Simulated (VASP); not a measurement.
Here is a VASP 6.6.1 calculation.

The input INCAR:

```
SYSTEM = MgO
PREC = Accurate ; ENCUT = 520
EDIFF = 1E-7 ; ISMEAR = 0
SIGMA = 0.01 ; LREAL = .FALSE.
LASPH = .TRUE. ; NELM = 80
ALGO = Normal ; ISIF = 2
LWAVE = .FALSE. ; LCHARG = .FALSE.
GGA = PE ; NBANDS = 16
```

KPOINTS

```
regular mesh
0
G
  9 9 6
  0 0 0
```

POSCAR

```
MgO
1.0
    3.5896493297      0.0000000000      0.0000000000
   -1.7948246649      3.1087275102      0.0000000000
    0.0000000000      0.0000000000      4.3217239975
Mg O
2 2
Direct
    0.3333333333      0.6666666667      0.2500000000
    0.6666666667      0.3333333333      0.7500000000
    0.6666666667      0.3333333333      0.2500000000
    0.3333333333      0.6666666667      0.7500000000
```

Potentials or basis: VASP PAW PBE potentials, release 64 (Mg, O).

Run with:

```sh
$ cat potpaw_PBE.64/Mg/POTCAR potpaw_PBE.64/O/POTCAR > POTCAR
$ mpirun -np 1 vasp_std > vasp.out
```

Predict the band gap on the k mesh.

2.97 eV, direct.

What does it give for the pressure?

-6.9 GPa.

Stress tensor (GPa, compression positive):
```
-6.79  0.00  0.00
 0.00 -6.79  0.00
 0.00  0.00 -7.24
```
